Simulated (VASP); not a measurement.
**La: single point with LDA**

La:

```xyz
1
Lattice="3.2492 0.0000 0.0000 0.0000 3.2492 0.0000 0.0000 0.0000 3.2492" Properties=species:S:1:pos:R:3 pbc="T T T"
La    0.0000    0.0000    0.0000
```

This isn't the form of La at room conditions, which is double hcp.

```
Program             : VASP 6.6.1
Task                : single point
Functional          : LDA
Potentials or basis : VASP PAW LDA potentials, release 64 (La)
Cutoff              : 520 eV
k mesh              : 11 × 11 × 11
Occupations         : fermi-dirac, width 0.1 eV
Spin                : no spin polarisation
```

```
Pressure               : -2.1 GPa
Band gap on the k mesh : zero (an odd number of electrons rules out a gap without spin polarisation)
```

Levels at points of the mesh, in eV from the Fermi level:
| k point | band 4 | band 5 | band 6 | band 7 | band 8 | band 9 |
| --- | --- | --- | --- | --- | --- | --- |
| (0.00, 0.00, 0.00) | -15.44 | -2.76 | -1.22 | -1.22 | 1.89 | 1.89 |

Run time: 27 s on 1 thread of AMD EPYC 7R13, on a shared host, peak memory 0.12 GiB.

Caveat: spin-orbit coupling is left out, which moves the levels of the heavy elements.
